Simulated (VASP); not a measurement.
Set up this calculation in VASP 6.6.1, as the native input.

| Quantity | Value |
| --- | --- |
| Task | electric field gradients |
| Functional | LDA |
| Potentials or basis | VASP PAW LDA potentials, release 64 (K_sv, Ta_pv, O) |
| Cutoff | 520 eV |
| k mesh | 5 × 5 × 5 |
| Occupations | fermi-dirac, width 0.01 eV |
| Spin | no spin polarisation |
| Dipole correction | no |
| Further INCAR settings | ALGO = Normal; EDIFF = 1e-08; NBANDS = 27 |

The structure of KTaO3 lies in POSCAR:

```
KTaO3
1.0
    4.0665218197      0.0000000000      0.0000000000
    0.0000000000      4.0665218197      0.0000000000
    0.0000000000      0.0000000000      4.0665218197
K Ta O
1 1 3
Direct
    0.5000000000      0.5000000000      0.5000000000
    0.0000000000      0.0000000000      0.0000000000
    0.5000000000      0.0000000000      0.0000000000
    0.0000000000      0.5000000000      0.0000000000
    0.0000000000      0.0000000000      0.5000000000
```

This cell differs from its parent crystal: volume scaled by 1.06.

One way to write it, as run:

INCAR

```
ALGO     = Normal         # electronic algorithm
EDIFF    = 1E-8           # SCF threshold, eV
ENCUT    = 520            # plane-wave cutoff, eV
GGA      = CA             # functional
ISIF     = 2              # what is computed and relaxed
ISMEAR   = -1             # smearing method
LASPH    = T              # aspherical terms in the spheres
LCHARG   = F              # write CHGCAR
LEFG     = T            
LREAL    = F              # projectors in reciprocal space
LWAVE    = F              # write WAVECAR
NBANDS   = 27             # bands
NELM     = 100            # most SCF steps
PREC     = Accurate       # precision mode
SIGMA    = 0.01           # smearing width, eV
```

KPOINTS

```
k-points
0
Gamma
  5 5 5
```

Potentials or basis: VASP PAW LDA potentials, release 64 (K_sv, Ta_pv, O).

The run is started by

```bash
$ cat potpaw_LDA.64/K_sv/POTCAR potpaw_LDA.64/Ta_pv/POTCAR potpaw_LDA.64/O/POTCAR > POTCAR
$ mpirun -np 1 vasp_std > vasp.out
```

It gave:

```yaml
Pressure: -14.5 GPa
Band_gap_on_the_k_mesh: 2.00 eV, indirect (least direct gap 2.54 eV)
```

Caveat: without QUAD_EFG the Cq values of the log hold for a quadrupole moment of 1 mb, not for the nuclei; spin-orbit coupling is left out, which moves the levels of the heavy elements.

Run time: 15 s on 1 thread of Intel(R) Xeon(R) Platinum 8488C (Sapphire Rapids) (shared host), peak memory 0.15 GiB.
